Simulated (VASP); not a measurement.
A run of VASP 6.6.1 is set up as follows.

The input INCAR:

```
SYSTEM = Ti
  PREC = Accurate
  ENCUT = 520
  EDIFF = 1E-6
  ISMEAR = -1
  SIGMA = 0.05
  LREAL = .FALSE.
  LASPH = .TRUE.
  NELM = 80
  ALGO = Normal
  ISIF = 2
  LWAVE = .FALSE.
  LCHARG = .TRUE.
  GGA = PS
  LELF = .TRUE.
  LVHAR = .TRUE.
  NBANDS = 19
```

The input KPOINTS:

```
regular mesh
0
G
  10 10 6
  0 0 0
```

File POSCAR:

```
Ti
1.0
    2.9888202413      0.0000000000      0.0000000000
   -1.4944101206      2.5883942563      0.0000000000
    0.0000000000      0.0000000000      4.7415860099
Ti
2
Direct
    0.6666666667      0.3333333333      0.7500000000
    0.3333333333      0.6666666667      0.2500000000
```

Potentials or basis: VASP PAW PBE potentials, release 64 (Ti_sv).

Launch:

```console
$ cat potpaw_PBE.64/Ti_sv/POTCAR > POTCAR
$ mpirun -np 1 vasp_std > vasp.out
```

Task: Estimate the band gap on the k mesh.

Result: Zero (band 12 reaches 8.39 eV, above the bottom of band 13 at 7.41 eV).

Task: Predict the pressure.

Result: -9.4 GPa.

Stress tensor (GPa, compression positive):
```
-9.24  0.00  0.00
 0.00 -9.24  0.00
 0.00  0.00 -9.75
```

Caveat: the PAW data sets were made with another functional, which shifts forces and pressure a little.
